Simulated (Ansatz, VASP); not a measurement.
# InAs in VASP and in Ansatz

File INCAR:

```
SYSTEM = InAs
ALGO     = Normal         ! electronic algorithm
EDIFF    = 1E-8           ! SCF threshold, eV
ENCUT    = 400            ! plane-wave cutoff, eV
GGA      = PE             ! functional
GGA_COMPAT= .False.      
ISIF     = 2              ! what is computed and relaxed
ISMEAR   = -1             ! smearing method
ISYM     = 0            
LASPH    = .True.         ! aspherical terms in the spheres
LCHARG   = .False.        ! write CHGCAR
LEFG     = .True.       
LREAL    = .False.        ! projectors in reciprocal space
LWAVE    = .False.        ! write WAVECAR
NBANDS   = 16             ! bands
NELM     = 120            ! most SCF steps
PREC     = Accurate       ! precision mode
SIGMA    = 0.05           ! smearing width, eV
```

KPOINTS

```
k-points
0
Gamma
  8 8 8
  0 0 0
```

The input POSCAR:

```
InAs
1.0
    0.0000000000      3.0180000000      3.0180000000
    3.0180000000      0.0000000000      3.0180000000
    3.0180000000      3.0180000000      0.0000000000
In As
1 1
Direct
    0.0000000000      0.0000000000      0.0000000000
    0.2500000000      0.2500000000      0.2500000000
```

Input for Ansatz:

```yaml
crystal:
  lattice:
    - [0.0, 3.018, 3.018]
    - [3.018, 0.0, 3.018]
    - [3.018, 3.018, 0.0]
  atoms:
    - { symbol: In, position: [0.0, 0.0, 0.0] }
    - { symbol: As, position: [0.25, 0.25, 0.25] }
  symmetry: { detect: false }
kpoints:
  mp_grid: { grid: [8, 8, 8] }
scf:
  occupations: { method: fermi_dirac, width: 0.05 }
hamiltonian:
  xc: pbe
  pseudopotentials: { kind: paw, frozen_core: stored }
output:
  forces: true
  stress: true
  populations: true
  efg: { quadrupole_moments_barn: { In: 0.772, As: 0.311 } }
```

Alike in both runs: task electric field gradients; functional PBE; k mesh 8 × 8 × 8; occupations fermi-dirac, width 0.05 eV; no spin polarisation.

|  | VASP | Ansatz |
| --- | --- | --- |
| version | VASP 6.6.1 | Ansatz 0.2.0 |
| potentials or method | VASP PAW PBE potentials, release 64 (In_d, As) | plane-wave PAW, scalar-relativistic |
| plane-wave cutoff (eV) | 400 | 420 |
| valence electrons in the cell | 18 | 28 |

```csv
,VASP,Ansatz,Ansatz less VASP
pressure (GPa),4.3,4.3,-0.05
```

VASP's potentials hold 18 valence electrons a cell and Ansatz's 28, so a difference there can come from the potentials and not from the codes.
